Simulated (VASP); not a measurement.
Eu2O3: single point with PBEsol

Crystal: Eu2O3.

```xyz
5
Lattice="3.7883 0.0000 0.0000 -1.8941 3.2808 0.0000 0.0000 0.0000 5.8208" Properties=species:S:1:pos:R:3 pbc="T T T"
Eu    0.0000    2.1872    1.4112
Eu    1.8941    1.0936    4.4096
O     0.0000    2.1872    3.7900
O     1.8941    1.0936    2.0309
O     0.0000    0.0000    0.0000
```

```json
{"Program": "VASP 6.6.1", "Task": "single point", "Functional": "PBEsol", "Potentials or basis": "VASP PAW PBE potentials, release 64 (Eu, O)", "Cutoff": "520 eV", "k mesh": "8 × 8 × 5", "Occupations": "fermi-dirac, width 0.05 eV", "Spin": "collinear spin, ferromagnetic start", "Starting moments": "[7.0, 7.0, 0.0, 0.0, 0.0] μB", "Dipole correction": "no", "Further INCAR settings": "ALGO = Normal; EDIFF = 1e-06; NBANDS = 38"}
```

| Item | Value |
| --- | --- |
| Pressure | -4.4 GPa |
| Largest force | 0.233 eV/Å |
| Band gap on the k mesh | zero (filled and empty bands overlap) |
| Net moment | 12.00 μB per cell |
| Site moments | Eu +6.06; O -0.14, -0.19 (each value once) μB |
| Valence electrons inside the program's atomic spheres | Eu 14.59; O 5.00, 4.91 (each value once) |

Forces in eV/Å, atoms in the order of the input:
```
Eu   0.000  0.000  0.233
Eu   0.000  0.000 -0.233
O    0.000  0.000 -0.032
O    0.000  0.000  0.032
O    0.000  0.000  0.000
```

Stress tensor (GPa, compression positive):
```
-4.93  0.00  0.00
 0.00 -4.93  0.00
 0.00  0.00 -3.31
```

Levels at points of the mesh, in eV from the Fermi level:
Spin up:
```
           k point  band 29  band 30  band 31  band 32  band 33  band 34  band 35  band 36
(0.00, 0.00, 0.00)    -0.36    -0.26    -0.05     0.21     0.21     0.27     3.68     4.17
(0.50, 0.00, 0.00)    -0.34    -0.23    -0.14    -0.02     0.06     0.28     3.63     5.15
```
Spin down:
```
           k point  band 16  band 17  band 18  band 19  band 20  band 21  band 22  band 23  band 24  band 25
(0.00, 0.00, 0.00)    -3.20    -3.12    -1.54    -1.54    -1.18     3.44     3.83     3.83     3.93     4.04
(0.50, 0.00, 0.00)    -2.24    -1.95    -1.79    -1.70    -1.46     3.32     3.71     3.92     3.97     3.98
```

Wall time 8.3 min on 1 thread of Intel(R) Xeon(R) Platinum 8559C (Emerald Rapids), on a shared host, peak memory 0.36 GiB.

Caveat: the cell stands under tension; the PAW data sets were made with another functional, which shifts forces and pressure a little; spin-orbit coupling is left out, which moves the levels of the heavy elements; semilocal functionals describe open f shells poorly, which spoils levels, moments and volumes. With open d or f shells a metallic result of PBEsol can be an artefact of self-interaction; +U or a hybrid may open a gap.
